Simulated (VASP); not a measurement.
Wanted: the native input for a VASP 6.6.1 run.

- Task: single point
- Functional: PBE
- Potentials or basis: VASP PAW PBE potentials, release 64 (Li_sv, Si)
- Cutoff: 520 eV
- k mesh: 4 × 4 × 4
- Occupations: gaussian, width 0.1 eV
- Spin: no spin polarisation
- Dipole correction: no
- Further INCAR settings: ALGO = Normal; EDIFF = 1e-06; NBANDS = 16

The structure of Li4Si lies in POSCAR:

```
Li4Si
1.0
    4.1000694600      0.0000000000      0.0000000000
    0.0000000000      4.1000694600      0.0000000000
    0.0000000000      0.0000000000      4.1000694600
Li Si
4 1
Direct
    0.0000000000      0.5000000000      0.5000000000
    0.5000000000      0.0000000000      0.5000000000
    0.5000000000      0.5000000000      0.0000000000
    0.0000000000      0.0000000000      0.0000000000
    0.5000000000      0.5000000000      0.5000000000
```

One way to write it, as run:

INCAR

```
  PREC = Accurate
  ENCUT = 520
  EDIFF = 1E-6
  ISMEAR = 0
  SIGMA = 0.1
  LREAL = F
  LASPH = T
  NELM = 100
  ALGO = Normal
  ISIF = 2
  LWAVE = F
  LCHARG = F
  GGA = PE
  NBANDS = 16
```

KPOINTS

```
regular mesh
0
Gamma
  4 4 4
```

Potentials or basis: VASP PAW PBE potentials, release 64 (Li_sv, Si).

Command:

```console
$ cat potpaw_PBE.64/Li_sv/POTCAR potpaw_PBE.64/Si/POTCAR > POTCAR
$ mpirun -np 1 vasp_std > vasp.out
```

It gave:

* Band gap on the k mesh: 0.04 eV, direct

Wall time 9.3 s on 1 thread of AMD EPYC 7R43 64-Core Processor (Zen 3) (shared host), peak memory 0.12 GiB.
